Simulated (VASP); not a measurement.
# MnS (R-3m) in VASP: electric field gradients with r2SCAN

Aim: the electric field gradients of MnS with r2SCAN.

Everything below comes from runs of VASP 6.6.1. Logs are shortened: lines on timing, memory, paths and dates and some standing lists are left out, and cuts for length are marked.

## Step 1: The cell of the first run

The structure is trigonal, space group R-3m (No. 166). The conventional cell has a = 3.662 Å, b = 3.662 Å, c = 8.917 Å, α = 90.00°, β = 90.00°, γ = 120.00°. Mn (site symmetry -3m) has 6 S at 2.58 Å within 3.4 Å. Within 3.4 Å of S (site symmetry -3m) lie 6 Mn at 2.58 Å.

## Step 2: Electric field gradients, r2SCAN, collinear spin, antiferromagnetic start

POSCAR reads:

```
MnS
1.0
   -2.5689566571     -2.5689566571      5.1580799385
   -5.1580799385     -2.5689566571      2.5689566571
   -2.5689566571     -5.1580799385      2.5689566571
Mn S
2 2
Direct
    0.0000000000      0.0000000000      0.0000000000
    0.5000000000      0.5000000000      0.5000000000
    1.2500000000     -0.7500000000     -0.7500000000
    1.7500000000     -0.2500000000     -0.2500000000
```

INCAR.step1 reads:

```
ALGO = Normal
EDIFF = 1E-4
ENCUT = 520
GGA = PE
ISMEAR = 0
ISPIN = 2
LASPH = True
LCHARG = False
LMAXMIX = 4
LREAL = False
LWAVE = True
MAGMOM = 4.73 -4.73 0 0
NBANDS = 31
NELM = 150
PREC = Accurate
SIGMA = 0.05
```

INCAR.step2 reads:

```
ALGO = Normal
EDIFF = 1E-8
ENCUT = 520
ISIF = 2
ISMEAR = 0
ISPIN = 2
ISTART = 1
LASPH = True
LCHARG = False
LEFG = True
LMAXMIX = 4
LMIXTAU = True
LORBIT = 11
LREAL = False
LWAVE = False
MAGMOM = 4.73 -4.73 0 0
METAGGA = R2SCAN
NBANDS = 31
NELM = 150
PREC = Accurate
SIGMA = 0.05
```

KPOINTS reads:

```
k-points
0
Gamma
  8 8 8
```

Potentials or basis: VASP PAW PBE potentials, release 64 (Mn_pv, S).

Started as:

```console
$ cat potpaw_PBE.64/Mn_pv/POTCAR potpaw_PBE.64/S/POTCAR > POTCAR
$ cp INCAR.step1 INCAR
$ mpirun -np 1 vasp_std > vasp.out
$ cp INCAR.step2 INCAR
$ mpirun -np 1 vasp_std > vasp.out
```

OUTCAR:

```text
EDIFF = 1E-8
   ENCUT = 520
   ISIF = 2
   ISMEAR = 0
   ISPIN = 2
   ISTART = 1
   LASPH = True
   LORBIT = 11
   LREAL = False
   METAGGA = R2SCAN
   NELM = 150
   PREC = Accurate

 ion  position               nearest neighbor table
   1  0.000  0.000  0.000-   4 2.58   4 2.58   4 2.58   3 2.58   3 2.58   3 2.58
   2  0.500  0.500  0.500-   3 2.58   3 2.58   3 2.58   4 2.58   4 2.58   4 2.58
   3  0.250  0.250  0.250-   1 2.58   1 2.58   1 2.58   2 2.58   2 2.58   2 2.58
   4  0.750  0.750  0.750-   2 2.58   2 2.58   2 2.58   1 2.58   1 2.58   1 2.58

  LATTYP: Found a trigonal (rhomboedric) cell.
 ALAT       =     6.3091097046
 COS(alpha) =     0.8315894471

  Lattice vectors:

 A1 = (  -2.5689566571,  -2.5689566571,   5.1580799385)
 A2 = (  -5.1580799385,  -2.5689566571,   2.5689566571)
 A3 = (  -2.5689566571,  -5.1580799385,   2.5689566571)

Analysis of symmetry for initial positions (statically):
=====================================================================
 Subroutine PRICEL returns following result:

  LATTYP: Found a trigonal (rhomboedric) cell.
 ALAT       =     3.6473272405
 COS(alpha) =     0.4960864931
[... 12 lines left out ...]
 Subroutine GETGRP returns: Found 12 space group operations
 (whereof 12 operations were pure point group operations)
 out of a pool of 12 trial point group operations.

The static configuration has the point symmetry D_3d.

Analysis of symmetry for dynamics (positions and initial velocities):
=====================================================================
 Subroutine PRICEL returns following result:

  LATTYP: Found a trigonal (rhomboedric) cell.
 ALAT       =     3.6473272405
 COS(alpha) =     0.4960864931
[... 12 lines left out ...]
 Subroutine GETGRP returns: Found 12 space group operations
 (whereof 12 operations were pure point group operations)
 out of a pool of 12 trial point group operations.

The dynamic configuration has the point symmetry D_3d.

Analysis of structural, dynamic, and magnetic symmetry:
=====================================================================
 Subroutine PRICEL returns following result:

  LATTYP: Found a trigonal (rhomboedric) cell.
 ALAT       =     3.6473272405
 COS(alpha) =     0.4960864931
[... 12 lines left out ...]
 Subroutine GETGRP returns: Found 12 space group operations
 (whereof 12 operations were pure point group operations)
 out of a pool of 12 trial point group operations.

The overall configuration has the point symmetry D_3d.

 Subroutine INISYM returns: Found 12 space group operations
 (whereof 12 operations are pure point group operations),
 and found     2 'primitive' translations

----------------------------------------------------------------------------------------

                                     Primitive cell

  volume of cell :      34.5099

  direct lattice vectors                    reciprocal lattice vectors
    -2.579039969  0.010083312  2.579039969    -0.193493816  0.192737310  0.193493816
    -2.579039969 -2.579039969 -0.010083312    -0.193493816 -0.193493816 -0.192737310
     0.010083312 -2.579039969  2.579039969     0.192737310 -0.193493816  0.193493816

  length of vectors
     3.647327240  3.647327240  3.647327240     0.334704921  0.334704921  0.334704921

  position of ions in fractional coordinates (direct lattice)
     0.000000000  0.000000000  0.000000000
     0.500000000  0.500000000  0.500000000

  ion indices of the primitive-cell ions
   primitive index   ion index
                 1           1
                 2           3

----------------------------------------------------------------------------------------

 KPOINTS: k-points

Automatic generation of k-mesh.
 Grid dimensions read from file:
 generate k-points for:    8    8    8

 Generating k-lattice:

  Cartesian coordinates                     Fractional coordinates (reciprocal lattice)
     0.012046082  0.012046082  0.036232809     0.125000000  0.000000000  0.000000000
    -0.036232809  0.012046082 -0.012046082     0.000000000  0.125000000  0.000000000
     0.012046082 -0.036232809 -0.012046082     0.000000000  0.000000000  0.125000000

  Length of vectors
     0.040037890  0.040037890  0.040037890

  Shift w.r.t. Gamma in fractional coordinates (k-lattice)
     0.000000000  0.000000000  0.000000000

 Subroutine IBZKPT returns following result:
 ===========================================

 Found     65 irreducible k-points:

 Following reciprocal coordinates:
            Coordinates               Weight
  0.000000  0.000000  0.000000      1.000000
  0.125000  0.000000  0.000000      6.000000
  0.250000  0.000000  0.000000      6.000000
  0.375000  0.000000  0.000000      6.000000
  0.500000  0.000000  0.000000      3.000000
  0.125000  0.125000  0.000000      6.000000
[... 16 lines left out ...]
  0.250000  0.125000  0.125000      6.000000
  0.375000  0.125000  0.125000      6.000000
 [... further k-points ...]
   k-points           NKPTS =     65   k-points in BZ     NKDIM =     65   number of bands    NBANDS=     31
   number of dos      NEDOS =    301   number of ions     NIONS =      4
   total plane-waves  NPLWV = 110592
   dimension x,y,z NGX =    48 NGY =   48 NGZ =   48
   dimension x,y,z NGXF=    96 NGYF=   96 NGZF=   96
   ions per type =               2   2
   NGX,Y,Z   is equivalent  to a cutoff of  12.65, 12.65, 12.65 a.u.
   NGXF,Y,Z  is equivalent  to a cutoff of  25.30, 25.30, 25.30 a.u.
 SYSTEM =  unknown system
   PREC   = accura    normal or accurate (medium, high low for compatibility)
   ISTART =      1    job   : 0-new  1-cont  2-samecut
   ICHARG =      0    charge: 1-file 2-atom 10-const
   ISPIN  =      2    spin polarized calculation?
   LNONCOLLINEAR =      F non collinear calculations
   LSORBIT =      F    spin-orbit coupling
   LASPH  =      T    aspherical Exc in radial PAW
   ENCUT  =  520.0 eV  38.22 Ry    6.18 a.u.  11.73 11.73 11.73*2*pi/ulx,y,z
   NELM   =    150;   NELMIN=  2; NELMDL=  0     # of ELM steps
   EDIFF  = 0.1E-07   stopping-criterion for ELM
   LREAL  =      F    real-space projection
   EDIFFG = 0.1E-06   stopping-criterion for IOM
   NSW    =      0    number of steps for IOM
   IBRION =     -1    ionic relax: 0-MD 1-quasi-New 2-CG
   NFREE  =      0    steps in history (QN), initial steepest desc. (CG)
   ISIF   =      2    stress and relaxation
   ISYM   =      2    0-nonsym 1-usesym 2-fastsym
   POTIM  = 0.5000    time-step for ionic-motion
   TEBEG  =    0.0;   TEEND  =   0.0 temperature during run
   PSTRESS=    0.0 pullay stress
   NELECT =      38.0000    total number of electrons
   NUPDOWN=      -1.0000    fix difference up-down
   EMIN   =  10.00;   EMAX   =-10.00  energy-range for DOS
   EFERMI =   0.00;   METHOD = LEGACY
   ISMEAR =     0;   SIGMA  =   0.05  broadening in eV -4-tet -1-fermi 0-gaus
   EFERMI_NEDOS =   21; number of points for ismear=-14 and -15
   IALGO  =     38    algorithm
   IMIX   =      4    mixing-type and parameters
     AMIX     =   0.40;   BMIX     =  1.00
     AMIX_MAG =   1.60;   BMIX_MAG =  1.00
  volume/ion in A,a.u.               =      17.25       116.44
  Fermi-wavevector in a.u.,A,eV,Ry     =   1.341770  2.535578 24.495210  1.800347
  Thomas-Fermi vector in A             =   2.469977
   LORBIT       =     11    0 simple, 1 ext, 2 COOP (PROOUT), +10 PAW based schemes
   METAGGA = R2SCAN    functional components
   LHFCALC =     F    Hartree Fock is set to
   AEXX    =    0.0000 exact exchange contribution
   IVDW    =     0    specifies the selected vdW correction
   LEPSILON=     F    determine dielectric tensor
   LRPA    =     F    only Hartree local field effects (RPA)
 spin polarized calculation
 Gauss-broadening in eV      SIGMA  =   0.05
  energy-cutoff  :      520.00
  volume of cell :       69.02
 maximum number of plane-waves:      1872
   NGX = 23   NGY = 23   NGZ = 23

 number of electron      38.0000003 magnetization      -0.0000000

 number of electron      38.0000003 magnetization       0.0000000

 Free energy of the ion-electron system (eV)
  ---------------------------------------------------
  ext. energy  EPLUGINS =         0.00000000
  ---------------------------------------------------
  free energy    TOTEN  =       -49.98716938 eV

  energy without entropy =      -49.98716938  energy(sigma->0) =      -49.98716938

 E-fermi :   6.5064     XC(G=0): -11.3411

 val. band max:        6.1862146295   @ k =   0.5000   0.5000   0.5000
 cond. band min:       7.8877812754   @ k =   0.5000   0.5000   0.0000
 fundamental gap:      1.7015666458
 Fermi energy:         6.5063730855

 spin component 1

 k-point     1 :       0.0000    0.0000    0.0000
  band No.  band energies     occupation
      1     -46.1825      1.00000
      2     -46.1758      1.00000
      3     -46.1758      1.00000
      4     -40.0832      1.00000
      5     -40.0831      1.00000
      6     -40.0767      1.00000
[... 805 lines left out ...]
     30      14.6319      0.00000
     31      15.2757      0.00000

 [... further k-points ...]

 spin component 2

 k-point     1 :       0.0000    0.0000    0.0000
  band No.  band energies     occupation
      1     -46.1825      1.00000
      2     -46.1758      1.00000
      3     -46.1758      1.00000
      4     -40.0832      1.00000
      5     -40.0831      1.00000
      6     -40.0767      1.00000
[... 805 lines left out ...]
     30      14.6319      0.00000
     31      15.2757      0.00000

 [... further k-points ...]

------------------------ aborting loop because EDIFF is reached ----------------------------------------

  FORCE on cell =-STRESS in cart. coord.  units (eV):
  Direction    XX          YY          ZZ          XY          YZ          ZX
  --------------------------------------------------------------------------------------
  -------------------------------------------------------------------------------------
  Total       -0.0628739     -0.0628739     -0.0628739     -0.0129385      0.0129385      0.0129385
  in kB       -1.4595106     -1.4595106     -1.4595106     -0.3003457      0.3003457      0.3003457
  external PRESSURE =      -1.4595106 kB  Pullay stress =       0.0000000 kB

 VOLUME and BASIS-vectors are now :
 -----------------------------------------------------------------------------
  energy-cutoff  :      520.00
  volume of cell :       69.02
      direct lattice vectors                 reciprocal lattice vectors
    -2.568956657 -2.568956657  5.158079939     0.096368655  0.096368655  0.289862471
    -5.158079939 -2.568956657  2.568956657    -0.289862471  0.096368655 -0.096368655
    -2.568956657 -5.158079939  2.568956657     0.096368655 -0.289862471 -0.096368655

 POSITION                                       TOTAL-FORCE (eV/Angst)
 -----------------------------------------------------------------------------------
      0.00000      0.00000      0.00000        -0.000000      0.000000      0.000000
     -5.14800     -5.14800      5.14800        -0.000000     -0.000000     -0.000000
     -2.57400     -2.57400      2.57400         0.000000      0.000000      0.000000
     -7.72199     -7.72199      7.72199         0.000000     -0.000000     -0.000000
 -----------------------------------------------------------------------------------
    total drift:                                0.000000      0.000000      0.000000

  FREE ENERGIE OF THE ION-ELECTRON SYSTEM (eV)
  ---------------------------------------------------
  free  energy   TOTEN  =       -49.9871693806 eV

  energy  without entropy=      -49.9871693806  energy(sigma->0) =      -49.98716938

 Electric field gradients (V/A^2)
---------------------------------------------------------------------
 ion       V_xx      V_yy      V_zz      V_xy      V_xz      V_yz
---------------------------------------------------------------------
   1       0.000     0.000     0.000    -0.275     0.275     0.275
   2       0.000     0.000     0.000    -0.275     0.275     0.275
   3       0.000    -0.000     0.000    -2.246     2.246     2.246
   4       0.000    -0.000     0.000    -2.246     2.246     2.246
---------------------------------------------------------------------

 Electric field gradients after diagonalization (V/A^2)
 (convention: |V_zz| > |V_xx| > |V_yy|)
----------------------------------------------------------------------
 ion       V_xx      V_yy      V_zz     asymmetry (V_yy - V_xx)/ V_zz
----------------------------------------------------------------------
   1       0.275     0.275    -0.550       0.000
   2       0.275     0.275    -0.550       0.000
   3       2.246     2.246    -4.493       0.000
   4       2.246     2.246    -4.493       0.000
----------------------------------------------------------------------

           NMR quadrupolar parameters

 Cq : quadrupolar parameter    Cq=e*Q*V_zz/h
 eta: asymmetry parameters     (V_yy - V_xx)/ V_zz
 Q  : nuclear electric quadrupole moment in mb (millibarn)
----------------------------------------------------------------------
 ion       Cq(MHz)       eta       Q (mb)
----------------------------------------------------------------------
   1      -0.001       0.000       1.000
   2      -0.001       0.000       1.000
   3      -0.011       0.000       1.000
   4      -0.011       0.000       1.000
----------------------------------------------------------------------

 total charge

# of ion       s       p       d       tot
------------------------------------------
    1        0.219   6.163   4.933  11.315
    2        0.219   6.163   4.933  11.315
    3        1.311   2.477   0.000   3.787
    4        1.311   2.477   0.000   3.787
--------------------------------------------------
tot          3.060  17.278   9.866  30.205

 magnetization (x)

# of ion       s       p       d       tot
------------------------------------------
    1        0.017   0.015   4.313   4.345
    2       -0.017  -0.015  -4.313  -4.345
    3        0.000   0.000   0.000   0.000
    4        0.000   0.000   0.000   0.000
--------------------------------------------------
tot          0.000   0.000   0.000   0.000
```

Run time: 44 min. Hardware: 1 thread of Intel Xeon 6975P-C, shared host; peak memory 0.59 GiB.

Results:

| Property | Result |
| --- | --- |
| Free energy | -49.9872 eV |
| Pressure | -0.1 GPa |
| Band gap on the k mesh | 1.70 eV |
| Net moment | 0.00 μB per cell |
| Site moments | Mn +4.34, -4.34; S +0.00 μB |
| Valence electrons inside the program's atomic spheres | Mn 11.31; S 3.79 |

Electric field gradients, principal values (V/Å²):
| atom | least | middle | greatest (by size) |
| --- | --- | --- | --- |
| 1 Mn | 0.275 | 0.275 | -0.550 |
| 2 Mn | 0.275 | 0.275 | -0.550 |
| 3 S | 2.246 | 2.246 | -4.493 |
| 4 S | 2.246 | 2.246 | -4.493 |

Caveat: without QUAD_EFG the Cq values of the log hold for a quadrupole moment of 1 mb, not for the nuclei; the PAW data sets were made with another functional, which shifts forces and pressure a little. r2SCAN opens gaps a little over a GGA but as a rule still falls short of measured ones.
